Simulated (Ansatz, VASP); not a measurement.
## Two plane-wave programs on La

```xyz
1
Lattice="0.0000 2.6398 2.6398 2.6398 0.0000 2.6398 2.6398 2.6398 0.0000" Properties=species:S:1:pos:R:3 pbc="T T T"
La    0.0000    0.0000    0.0000
```

Alike in both runs: functional PBE; k mesh 18 × 18 × 18; occupations gaussian, width 0.1 eV; no spin polarisation.

Ansatz relaxed the structure, and its values are those at the end. VASP's run is a single point on that final structure, the one shown.

|  | VASP | Ansatz |
| --- | --- | --- |
| version | VASP 6.6.1 | Ansatz 0.2.0 |
| potentials or method | VASP PAW PBE potentials, release 64 (La), cutoff 520 eV | scalar-relativistic, plane waves, PAW |
| valence electrons in the cell | 11 | 11 |

Ansatz gave:

```
gap on the k mesh at the Fermi level (eV) : none
pressure (GPa)                            : 0.0
```

**Question.** Estimate VASP's values.

**Answer.** gap on the k mesh at the Fermi level (eV): none; pressure (GPa): 0.1.

A gap of «none» marks a metal or a gap that the smearing closes.

Spin-orbit coupling is off throughout.
